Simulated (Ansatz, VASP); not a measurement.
# W: VASP beside Ansatz

```xyz
2
Lattice="3.2174 0.0000 0.0000 0.0000 3.2174 0.0000 0.0000 0.0000 3.2174" Properties=species:S:1:pos:R:3 pbc="T T T"
W     0.0000    0.0000    0.0000
W     1.6087    1.6087    1.6087
```

Change from the starting cell: equal strain along all axes, cell held, atoms relaxed: +2.0 %.

Alike in both runs: task single point; functional PBEsol; k mesh 16 × 16 × 16; occupations gaussian, width 0.1 eV; no spin polarisation.

```csv
,VASP,Ansatz
version,VASP 6.6.1,Ansatz 0.2.0
potentials or method,"VASP PAW PBE potentials, release 64 (W_sv), cutoff 520 eV","scalar-relativistic, plane waves, PAW"
valence electrons in the cell,28,28
```

|  | VASP | Ansatz | Ansatz less VASP |
| --- | --- | --- | --- |
| gap on the k mesh at the Fermi level (eV) | none | none | - |
| pressure (GPa) | -16.5 | -17.0 | -0.44 |

VASP's potentials were made for PBE, not for PBEsol. A gap of «none» marks a metal or a gap that the smearing closes. With one functional, cell and mesh, what is left measures potentials, basis and numerics.

Neither program's run includes spin-orbit coupling.
